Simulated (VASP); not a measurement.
SiC16: single point with PBE+D3(BJ)

SiC16, a slab with vacuum:

```
C Si
1.0
     4.92987    0.00000    0.00000
     0.00000    4.42243    0.00000
     0.00000    0.00000   22.69375
C Si
16 1
Direct
  0.25000 0.41553 0.17626
  0.75000 0.41553 0.17626
  0.00000 0.51956 0.20018
  0.50000 0.51956 0.20018
  0.00000 0.72722 0.24809
  0.50000 0.72722 0.24809
  0.25000 0.83125 0.27201
  0.75000 0.83125 0.27201
  0.25000 0.04421 0.31987
  0.75000 0.04421 0.31987
  0.00000 0.15008 0.34260
  0.50000 0.15008 0.34260
  0.00000 0.37798 0.39006
  0.50000 0.37798 0.39006
  0.25000 0.47642 0.40953
  0.75000 0.47642 0.40953
  0.25000 0.97642 0.55935
```

| Item | Value |
| --- | --- |
| Program | VASP 6.6.1 |
| Task | single point |
| Functional | PBE |
| Dispersion | D3(BJ) |
| Potentials or basis | VASP PAW PBE potentials, release 64 (C, Si) |
| Cutoff | 520 eV |
| k mesh | 6 × 6 × 1 |
| Occupations | gaussian, width 0.05 eV |
| Spin | collinear spin |
| Starting moments | [0.0, 0.0, 0.0, 0.0, 0.0, 0.0, 0.0, 0.0, 0.0, 0.0, 0.0, 0.0, 0.0, 0.0, 0.0, 0.0, 2.0] μB |
| Dipole correction | yes |
| Further INCAR settings | LREAL = Auto; ALGO = Normal; EDIFF = 1e-06; NBANDS = 52 |

```json
{
  "Largest force": "3.376 eV/Å",
  "Net moment": "-2.50 μB per cell",
  "Site moments": "C -0.64, +0.02, -0.08, +0.01, -0.02, +0.00, -0.01, +0.23, -0.51 (each value once); Si +0.14 μB",
  "Valence electrons inside the program's atomic spheres": "C 2.44, 2.63, 2.64, 2.65, 2.62, 2.66, 2.52, 2.51 (each value once); Si 1.47",
  "Dispersion energy per atom": "-0.120 eV"
}
```

Forces in eV/Å, atoms in the order of the input:
```
C    0.000  1.649  1.977
C    0.000  1.657  1.984
C   -0.004 -2.166 -2.590
C    0.004 -2.166 -2.590
C   -0.009  0.697  0.879
C    0.009  0.697  0.879
C    0.000 -0.145 -0.211
C    0.000 -0.178 -0.252
C    0.000 -0.049 -0.088
C    0.000 -0.095 -0.150
C   -0.147  0.251  0.189
C    0.147  0.251  0.189
C    0.206 -0.391 -0.403
C   -0.206 -0.391 -0.403
C    0.000  0.656  1.178
C    0.000 -0.120 -0.019
Si   0.000 -0.156 -0.570
```

Levels at points of the mesh, in eV from the Fermi level:
Spin up:
| k point | band 31 | band 32 | band 33 | band 34 | band 35 | band 36 |
| --- | --- | --- | --- | --- | --- | --- |
| (0.00, 0.00, 0.00) | -1.22 | 0.06 | 0.15 | 0.16 | 0.18 | 0.44 |
| (0.50, 0.00, 0.00) | -2.16 | -1.12 | -0.89 | 0.24 | 0.26 | 0.46 |
| (0.00, 0.50, 0.00) | -1.24 | -0.76 | 0.14 | 0.23 | 0.33 | 0.38 |
| (0.50, 0.50, 0.00) | -1.30 | -1.08 | -0.51 | -0.50 | 0.31 | 0.33 |
Spin down:
| k point | band 31 | band 32 | band 33 | band 34 | band 35 | band 36 | band 37 | band 38 | band 39 | band 40 |
| --- | --- | --- | --- | --- | --- | --- | --- | --- | --- | --- |
| (0.00, 0.00, 0.00) | -2.21 | -2.07 | -1.78 | -0.62 | -0.49 | 0.00 | 0.58 | 1.33 | 1.49 | 1.57 |
| (0.50, 0.00, 0.00) | -2.58 | -2.53 | -2.45 | -1.78 | -0.32 | 0.25 | 0.63 | 1.66 | 1.90 | 2.01 |
| (0.00, 0.50, 0.00) | -2.29 | -2.18 | -1.76 | -0.75 | -0.53 | -0.06 | 0.29 | 0.53 | 1.62 | 2.23 |
| (0.50, 0.50, 0.00) | -2.54 | -1.78 | -1.60 | -1.56 | -0.36 | 0.42 | 0.55 | 0.69 | 1.59 | 1.68 |

It took 92 min on 1 thread of Oxide Virtual Turin-like Processor, on a shared host, peak memory 1.1 GiB.
